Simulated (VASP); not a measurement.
Set up this calculation in VASP 6.6.1, as the native input.

```
Task                   : single point
Functional             : PBE
Potentials or basis    : VASP PAW PBE potentials, release 64 (Al, N)
Cutoff                 : 520 eV
k mesh                 : 8 × 6 × 4
Occupations            : gaussian, width 0.05 eV
Spin                   : no spin polarisation
Dipole correction      : no
Further INCAR settings : ALGO = Normal; EDIFF = 1e-06; NBANDS = 26
```

The structure of AlN lies in POSCAR:

```
AlN
1.0
   -3.1302395625      0.0000000000      0.0000000000
    0.0000000000      0.0000000000     -5.0179796543
    0.0000000000     -5.4217339621      0.0000000000
Al N
4 4
Direct
    0.4920133908      0.9982712825      0.1666666667
   -0.0079866092      0.9982712825      0.6666666667
    0.0079866092      0.4982712825      0.3333333333
    0.5079866092      0.4982712825      0.8333333333
    0.5070665287      0.6167287175      0.1666666667
    0.0070665287      0.6167287175      0.6666666667
   -0.0070665287      0.1167287175      0.3333333333
    0.4929334713      0.1167287175      0.8333333333
```

This cell differs from its parent crystal: atoms displaced along a vibrational mode.

The input as run:

INCAR

```
SYSTEM = AlN
ALGO     = Normal         ! electronic algorithm
EDIFF    = 1E-6           ! SCF threshold, eV
ENCUT    = 520            ! plane-wave cutoff, eV
GGA      = PE             ! functional
ISIF     = 2              ! what is computed and relaxed
ISMEAR   = 0              ! smearing method
LASPH    = .TRUE.         ! aspherical terms in the spheres
LCHARG   = .FALSE.        ! write CHGCAR
LREAL    = .FALSE.        ! projectors in reciprocal space
LWAVE    = .FALSE.        ! write WAVECAR
NBANDS   = 26             ! bands
NELM     = 80             ! most SCF steps
PREC     = Accurate       ! precision mode
SIGMA    = 0.05           ! smearing width, eV
```

KPOINTS

```
k-points
0
G
  8 6 4
  0 0 0
```

Potentials or basis: VASP PAW PBE potentials, release 64 (Al, N).

Launch:

```sh
$ cat potpaw_PBE.64/Al/POTCAR potpaw_PBE.64/N/POTCAR > POTCAR
$ mpirun -np 1 vasp_std > vasp.out
```

Results of the run:

- Pressure: -0.3 GPa
- Largest force: 0.139 eV/Å
- Band gap on the k mesh: 4.04 eV

Caveat: the cell differs from its parent crystal (atoms displaced along a vibrational mode).

Wall time 3 min on 1 thread of Intel Xeon 8259CL (shared host), peak memory 0.26 GiB.
